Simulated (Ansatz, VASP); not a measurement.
# SbI2 in VASP and in Ansatz

```xyz
3
Lattice="-2.3243 2.3243 4.8471 2.3243 -2.3243 4.8471 2.3243 2.3243 -4.8471" Properties=species:S:1:pos:R:3 pbc="T T T"
Sb    0.0000    0.0000    0.0000
I     0.0000    0.0000    6.5054
I     0.0000    0.0000    3.1888
```

Alike in both runs: functional PBE; k mesh 14 × 14 × 14; occupations gaussian, width 0.1 eV; no spin polarisation.

Ansatz relaxed the structure, and its values are those at the end. VASP's run is a single point on that final structure, the one shown.

|  | VASP | Ansatz |
| --- | --- | --- |
| version | VASP 6.6.1 | Ansatz 0.2.0 |
| potentials or method | VASP PAW PBE potentials, release 64 (Sb, I), cutoff 520 eV | scalar-relativistic, plane waves, PAW |
| valence electrons in the cell | 19 | 49 |

```csv
,VASP,Ansatz,Ansatz less VASP
gap on the k mesh at the Fermi level (eV),none,none,-
pressure (GPa),-0.1,0.0,+0.06
rms of the force components (eV/Å),0.003,0.002,-0.0010
```

A gap of «none» marks a metal or a gap that the smearing closes. With one functional, cell and mesh, what is left measures potentials, basis and numerics. VASP's potentials hold 19 valence electrons a cell and Ansatz's 49, so a difference there can come from the potentials and not from the codes.

Spin-orbit coupling is off throughout.
